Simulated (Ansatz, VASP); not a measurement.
# One calculation of TiAl, two programs

```xyz
2
Lattice="2.7705 0.0000 0.0000 0.0000 2.7705 0.0000 0.0000 0.0000 4.2049" Properties=species:S:1:pos:R:3 pbc="T T T"
Ti    0.0000    0.0000    0.0000
Al    1.3853    1.3853    2.1024
```

Alike in both runs: task single point; functional PBEsol; k mesh 16 × 16 × 16; occupations gaussian, width 0.15 eV; no spin polarisation.

|  | VASP | Ansatz |
| --- | --- | --- |
| version | VASP 6.6.1 | Ansatz 0.2.0 |
| potentials or method | VASP PAW PBE potentials, release 64 (Ti_sv, Al), cutoff 520 eV | scalar-relativistic, plane waves, PAW |
| valence electrons in the cell | 15 | 15 |

```csv
,VASP,Ansatz,Ansatz less VASP
gap on the k mesh at the Fermi level (eV),none,none,-
pressure (GPa),-2.5,-2.6,-0.09
"traceless stress, the component that is largest in VASP (GPa)",-3.06,-3.09,-0.034
```

VASP's potentials were made for PBE, not for PBEsol, and Ansatz warns of the same on its side. A gap of «none» marks a metal or a gap that the smearing closes.
